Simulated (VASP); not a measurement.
# Pd (Im-3m) in VASP: further runs, part 2 of 2

VASP 6.6.1. The steps go on from the part before.

## 3. Single point, PBEsol (volume scaled by 1.08)

Input file INCAR:

```
PREC = Accurate
ENCUT = 520
EDIFF = 1E-6
ISMEAR = -1
SIGMA = 0.1
LREAL = False
LASPH = True
NELM = 60
ALGO = Normal
ISIF = 2
LWAVE = False
LCHARG = True
GGA = PS
LELF = True
LVHAR = True
NBANDS = 11
```

Input file KPOINTS:

```
regular mesh
0
Gamma
  16 16 16
```

Input file POSCAR:

```
Pd
1.0
   -1.5831074100      1.5831074100      1.5831074100
    1.5831074100     -1.5831074100      1.5831074100
    1.5831074100      1.5831074100     -1.5831074100
Pd
1
Direct
    0.0000000000      0.0000000000      0.0000000000
```

Potentials or basis: VASP PAW PBE potentials, release 64 (Pd).

Run with:

```
cat potpaw_PBE.64/Pd/POTCAR > POTCAR
mpirun -np 1 vasp_std > vasp.out
```

OUTCAR:

```text
PREC = Accurate
   ENCUT = 520
   EDIFF = 1E-6
   ISMEAR = -1
   LREAL = False
   LASPH = True
   NELM = 60
   ISIF = 2
   GGA = PS

 ion  position               nearest neighbor table
   1  0.000  0.000  0.000-

  LATTYP: Found a body centered cubic cell.
 ALAT       =     3.1662148200

  Lattice vectors:

 A1 = (  -1.5831074100,   1.5831074100,   1.5831074100)
 A2 = (   1.5831074100,  -1.5831074100,   1.5831074100)
 A3 = (   1.5831074100,   1.5831074100,  -1.5831074100)

Analysis of symmetry for initial positions (statically):
=====================================================================
 Subroutine PRICEL returns:
 Original cell was already a primitive cell.

 Routine SETGRP: Setting up the symmetry group for a
 body centered cubic supercell.

 Subroutine GETGRP returns: Found 48 space group operations
 (whereof 48 operations were pure point group operations)
 out of a pool of 48 trial point group operations.

The static configuration has the point symmetry O_h .

[... 154 lines left out ...]

  energy without entropy =       -5.82903383  energy(sigma->0) =       -5.85195804

 E-fermi :   8.4489     XC(G=0): -12.9247

 val. band max:        8.4407881236   @ k =  -0.3750   0.4375   0.1250
 cond. band min:       8.4642539001   @ k =   0.5000   0.5000   0.4375
 fundamental gap:      0.0234657765
 Fermi energy:         8.4488783989

 k-point     1 :       0.0000    0.0000    0.0000
  band No.  band energies     occupation
      1       1.7566      2.00000
      2       5.7821      2.00000
      3       5.7821      2.00000
      4       5.7821      2.00000
      5       7.5935      1.99961
      6       7.5935      1.99961
      7      27.5812      0.00000
      8      27.5812      0.00000
      9      27.5812      0.00000
     10      35.3461      0.00000
     11      35.3867      0.00000
[... 309 lines left out ...]
 k-point    24 :       0.2500    0.1875    0.0000
  band No.  band energies     occupation
      1       4.3430      2.00000
      2       5.0953      2.00000
      3       5.9179      2.00000
      4       7.2792      1.99998
      5       7.8900      1.99255
      6       9.8899      0.00000
      7      20.0041      0.00000
      8      21.6609      0.00000
      9      25.9012      0.00000
     10      30.3518      0.00000
     11      34.0066      0.00000

 [... further k-points ...]
[... 5 lines left out ...]
  --------------------------------------------------------------------------------------
  -------------------------------------------------------------------------------------
  Total       -1.2467128     -1.2467128     -1.2467128     -0.0000000     -0.0000000      0.0000000
  in kB     -125.8594586   -125.8594586   -125.8594586     -0.0000000     -0.0000000      0.0000000
  external PRESSURE =    -125.8594586 kB  Pullay stress =       0.0000000 kB

 VOLUME and BASIS-vectors are now :
 -----------------------------------------------------------------------------
  energy-cutoff  :      520.00
  volume of cell :       15.87
      direct lattice vectors                 reciprocal lattice vectors
    -1.583107410  1.583107410  1.583107410     0.000000000  0.315834540  0.315834540
     1.583107410 -1.583107410  1.583107410     0.315834540  0.000000000  0.315834540
     1.583107410  1.583107410 -1.583107410     0.315834540  0.315834540  0.000000000

 POSITION                                       TOTAL-FORCE (eV/Angst)
 -----------------------------------------------------------------------------------
      0.00000      0.00000      0.00000         0.000000     -0.000000      0.000000
 -----------------------------------------------------------------------------------
    total drift:                                0.000000     -0.000000      0.000000

  FREE ENERGIE OF THE ION-ELECTRON SYSTEM (eV)
  ---------------------------------------------------
  free  energy   TOTEN  =        -5.8748822580 eV

  energy  without entropy=       -5.8290338259  energy(sigma->0) =       -5.85195804
```

stdout:

```text
POSCAR found type information on POSCAR Pd
 POSCAR found :  1 types and       1 ions
 scaLAPACK will be used
 -----------------------------------------------------------------------------
|                                                                             |
|                                                                             |
|     You enforced a specific xc type in the INCAR file but a different       |
|     I HOPE YOU KNOW WHAT YOU ARE DOING!                                     |
|                                                                             |
 -----------------------------------------------------------------------------

 LDA part: xc-table for (Slater+PW92), standard interpolation
 POSCAR, INCAR and KPOINTS ok, starting setup
 FFT: planning ... GRIDC
 FFT: planning ... GRID_SOFT
 FFT: planning ... GRID
 WAVECAR not read
 entering main loop
```

It took 15 s on 1 thread of Intel Xeon Platinum 8259CL at 2.50GHz (Skylake/Cascade Lake), shared host; peak memory 0.14 GiB.

Results:

- Free energy: -5.8749 eV
- Pressure: -12.6 GPa
- Band gap on the k mesh: zero (band 5 reaches 8.97 eV, above the bottom of band 6 at 7.50 eV)

Caveat: the cell differs from its parent crystal (volume scaled by 1.08); the PAW data sets were made with another functional, which shifts forces and pressure a little.

## 4. Single point, PBEsol (volume scaled by 1.12)

Input file INCAR:

```
ALGO = Normal ; EDIFF = 1E-6
ENCUT = 520 ; GGA = PS
ISIF = 2 ; ISMEAR = -1
LASPH = True ; LCHARG = False
LREAL = False ; LWAVE = False
NBANDS = 11 ; NELM = 80
PREC = Accurate ; SIGMA = 0.1
```

Input file KPOINTS:

```
k-points
0
Gamma
  16 16 16
```

Input file POSCAR:

```
Pd
1.0
   -1.6024155008      1.6024155008      1.6024155008
    1.6024155008     -1.6024155008      1.6024155008
    1.6024155008      1.6024155008     -1.6024155008
Pd
1
Direct
    0.0000000000      0.0000000000      0.0000000000
```

Run with:

```
cat potpaw_PBE.64/Pd/POTCAR > POTCAR
mpirun -np 1 vasp_std > vasp.out
```

Wall time 15 s (1 thread of Intel Xeon Platinum 8259CL at 2.50GHz (Skylake/Cascade Lake), shared host); peak memory 0.15 GiB.

The run converged. Its results:

```yaml
Free_energy: -5.8213 eV
Pressure: -16.6 GPa
Band_gap_on_the_k_mesh: zero (band 5 reaches 8.38 eV, above the bottom of band 6 at 7.00 eV)
```

Levels at points of the mesh, in eV from the Fermi level:
| k point | band 1 | band 2 | band 3 | band 4 | band 5 | band 6 | band 7 | band 8 | band 9 | band 10 |
| --- | --- | --- | --- | --- | --- | --- | --- | --- | --- | --- |
| (0.00, 0.00, 0.00) | -6.43 | -2.52 | -2.52 | -2.52 | -0.81 | -0.81 | 19.03 | 19.03 | 19.03 | 26.47 |
| (0.50, 0.00, 0.00) | -4.55 | -3.54 | -0.88 | -0.62 | 0.48 | 1.49 | 7.02 | 14.76 | 16.67 | 22.74 |
| (0.50, 0.50, 0.50) | -4.43 | -4.43 | 0.16 | 0.16 | 0.16 | 8.73 | 8.73 | 8.73 | 15.87 | 16.40 |

Caveat: the cell differs from its parent crystal (volume scaled by 1.12); the PAW data sets were made with another functional, which shifts forces and pressure a little.

## 5. Relaxation of cell and atoms, PBEsol

This run uses another cell than the first one, of 14.71 Å³/atom, 0.963 times its volume.

Input file INCAR:

```
PREC = Accurate
ENCUT = 600
EDIFF = 1E-6
ISMEAR = -1
SIGMA = 0.1
LREAL = F
LASPH = T
NELM = 80
ALGO = Normal
ISIF = 3
LWAVE = F
LCHARG = F
GGA = PS
IBRION = 2
NSW = 80
EDIFFG = -0.01
```

Input file KPOINTS:

```
Automatic mesh
0
Gamma
  14 14 14
```

Input file POSCAR:

```
Pd
1.0
   -1.5436681530      1.5436681530      1.5436681530
    1.5436681530     -1.5436681530      1.5436681530
    1.5436681530      1.5436681530     -1.5436681530
Pd
1
Direct
    0.0000000000      0.0000000000      0.0000000000
```

Run with:

```
cat potpaw_PBE.64/Pd/POTCAR > POTCAR
mpirun -np 1 vasp_std > vasp.out
```

Wall time 21 s (1 thread of Intel Xeon Platinum 8259CL at 2.50GHz (Skylake/Cascade Lake), shared host); peak memory 0.15 GiB.

Results (log left out):

| Property | Result |
| --- | --- |
| Free energy | -5.9235 eV |
| Relaxed volume | 14.67 Å³/atom |
| Relaxed cell | a = 2.671 Å, b = 2.671 Å, c = 2.671 Å, α = 109.47°, β = 109.47°, γ = 109.47° |
| Space group after relaxing (to 0.05 Å) | Im-3m (No. 229) |
| Energy gained by relaxing | 0.1 meV/atom |
| Ionic steps | 3 |
| Pressure after relaxing | 0.0 GPa |
| Band gap on the k mesh | zero (band 5 reaches 10.34 eV, above the bottom of band 6 at 8.63 eV) |

Final structure:
```xyz
1
Lattice="-1.5420 1.5420 1.5420 1.5420 -1.5420 1.5420 1.5420 1.5420 -1.5420" Properties=species:S:1:pos:R:3 pbc="T T T"
Pd    0.0000    0.0000    0.0000
```

Levels at points of the mesh, in eV from the Fermi level:
```
           k point  band 2  band 3  band 4  band 5  band 6  band 7  band 8  band 9
(0.00, 0.00, 0.00)   -2.99   -2.99   -2.99   -0.95   -0.95   19.35   19.35   19.35
(0.50, 0.00, 0.00)   -4.22   -1.03   -0.70    0.64    1.31    7.98   15.11   17.87
(0.50, 0.50, 0.50)   -5.31    0.24    0.24    0.24    9.19    9.19    9.19   17.77
```

Caveat: the PAW data sets were made with another functional, which shifts forces and pressure a little.

## 6. Summary

```csv
task,cell,k mesh,cutoff (eV),gap on the mesh (eV),pressure (GPa)
single point,"a = 2.708 Å, angles 109.5°, 1 atom",16 × 16 × 16,520,none,-7.3
single point,"a = 2.742 Å, angles 109.5°, 1 atom",16 × 16 × 16,520,none,-12.6
single point,"a = 2.775 Å, angles 109.5°, 1 atom",16 × 16 × 16,520,none,-16.6
relaxation of cell and atoms,"relaxed from a = 2.674 Å, angles 109.5°, 1 atom",14 × 14 × 14,600,none,0.0
```

Alike in all rows: level PBEsol; potentials or basis VASP PAW PBE potentials, release 64 (Pd); no spin polarisation; smearing fermi-dirac 0.1 eV.

Caveats: the PAW data sets were made with another functional, which shifts forces and pressure a little.

Total energies depend on the potentials used, so only differences within one code and one set of settings carry meaning.
